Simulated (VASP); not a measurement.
Set up this calculation in VASP 6.6.1, as the native input.

```yaml
Task: single point
Functional: r2SCAN
Potentials_or_basis: VASP PAW PBE potentials, release 64 (N, As, Ga_d)
Cutoff: 520 eV
k_mesh: 12 × 12 × 4
Occupations: fermi-dirac, width 0.02 eV
Spin: no spin polarisation
Dipole_correction: no
Further_INCAR_settings: ALGO = Normal; EDIFF = 1e-07; NBANDS = 36
```

Ga3As2N:

```
N As Ga
1.0
     3.75670    0.00000    0.00000
    -1.87835    3.25340    0.00000
     0.00000    0.00000    9.22916
N As Ga
1 2 3
Direct
  0.00000 0.00000 0.99653
  0.33333 0.66667 0.31661
  0.66667 0.33333 0.68046
  0.33333 0.66667 0.05212
  0.66667 0.33333 0.41832
  0.00000 0.00000 0.78596
```

One way to write it, as run:

POSCAR

```
Ga3As2N
1.0
    3.7567046608      0.0000000000      0.0000000000
   -1.8783523304      3.2534016708      0.0000000000
    0.0000000000      0.0000000000      9.2291570610
N As Ga
1 2 3
Direct
    0.0000000000      0.0000000000     -0.0034746483
    0.3333333333      0.6666666667      0.3166065952
    0.6666666667      0.3333333333      0.6804634061
    0.3333333333      0.6666666667      0.0521227129
    0.6666666667      0.3333333333      0.4183229816
    0.0000000000      0.0000000000      0.7859589526
```

INCAR.step1

```
ALGO = Normal
EDIFF = 1E-4
ENCUT = 520
GGA = PE
ISMEAR = -1
LASPH = True
LCHARG = False
LREAL = False
LWAVE = True
NBANDS = 36
NELM = 80
PREC = Accurate
SIGMA = 0.02
```

INCAR.step2

```
ALGO = Normal
EDIFF = 1E-7
ENCUT = 520
ISIF = 2
ISMEAR = -1
ISTART = 1
LASPH = True
LCHARG = False
LMIXTAU = True
LREAL = False
LWAVE = False
METAGGA = R2SCAN
NBANDS = 36
NELM = 80
PREC = Accurate
SIGMA = 0.02
```

KPOINTS

```
k-points
0
Gamma
  12 12 4
```

Potentials or basis: VASP PAW PBE potentials, release 64 (N, As, Ga_d).

Command:

```sh
$ cat potpaw_PBE.64/N/POTCAR potpaw_PBE.64/As/POTCAR potpaw_PBE.64/Ga_d/POTCAR > POTCAR
$ cp INCAR.step1 INCAR
$ mpirun -np 1 vasp_std > vasp.out
$ cp INCAR.step2 INCAR
$ mpirun -np 1 vasp_std > vasp.out
```

Results of the run:

| Quantity | Value |
| --- | --- |
| Pressure | 0.2 GPa |
| Largest force | 0.062 eV/Å |
| Band gap on the k mesh | zero (band 27 reaches 4.70 eV, above the bottom of band 28 at 4.53 eV) |

Caveat: the PAW data sets were made with another functional, which shifts forces and pressure a little.

It took 17 min on 1 thread of Intel(R) Xeon(R) Platinum 8124M CPU @ 3.00GHz (Skylake/Cascade Lake), with other jobs on the host, peak memory 0.4 GiB.
